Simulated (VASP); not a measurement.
## InP: relaxation of cell and atoms with PBE+D3(BJ)

InP:

```xyz
2
Lattice="0.0000 2.9305 2.9305 2.9305 0.0000 2.9305 2.9305 2.9305 0.0000" Properties=species:S:1:pos:R:3 pbc="T T T"
In    0.0000    0.0000    0.0000
P     4.3957    4.3957    4.3957
```

```json
{"Program": "VASP 6.6.1", "Task": "relaxation of cell and atoms", "Functional": "PBE", "Dispersion": "D3(BJ)", "Potentials or basis": "VASP PAW PBE potentials, release 64 (In_d, P)", "Cutoff": "600 eV", "k mesh": "8 × 8 × 8", "Occupations": "gaussian, width 0.02 eV", "Spin": "no spin polarisation", "Dipole correction": "no", "Further INCAR settings": "ALGO = Normal; EDIFF = 1e-07; IBRION = 2; EDIFFG = -0.005; NSW = 100; ISIF = 3"}
```

```
Relaxed volume                         : 25.58 Å³/atom
Relaxed cell                           : a = 4.167 Å, b = 4.167 Å, c = 4.167 Å, α = 60.00°, β = 60.00°, γ = 60.00°
Space group after relaxing (to 0.05 Å) : F-43m (No. 216)
Energy gained by relaxing              : 1.4 meV/atom
Ionic steps                            : 3
Pressure after relaxing                : 0.0 GPa
Band gap on the k mesh                 : 0.62 eV, direct
Dispersion energy per atom             : -0.308 eV
```

The path:
```csv
step,energy change (eV),largest force (eV/Å),pressure (GPa),volume (Å³)
1,0.0000,0.0000,1.10,50.33
2,-0.0020,0.0000,-0.56,51.60
3,-0.0028,0.0000,0.00,51.15
```

Final structure:
```
CELL_PARAMETERS angstrom
0.00000 2.94631 2.94631
2.94631 0.00000 2.94631
2.94631 2.94631 0.00000
ATOMIC_POSITIONS crystal
In 0.00000 0.00000 0.00000
P 0.75000 0.75000 0.75000
```

Levels at points of the mesh, in eV from the valence-band top:
```csv
k point,band 7,band 8,band 9,band 10,band 11,band 12
"(0.00, 0.00, 0.00)",0.00,0.00,0.00,0.62,4.09,4.09
"(0.50, 0.00, 0.00)",-5.64,-0.95,-0.95,1.46,4.81,4.81
"(0.50, 0.50, 0.00)",-5.68,-2.27,-2.27,1.79,2.27,9.11
```

It took 43 s on 1 thread of Intel(R) Xeon(R) 6975P-C (Granite Rapids), with other jobs on the host, peak memory 0.23 GiB.

Caveat: spin-orbit coupling is left out, which moves the levels of the heavy elements. Expect the measured gap to be larger: semilocal functionals such as PBE lack the derivative discontinuity.
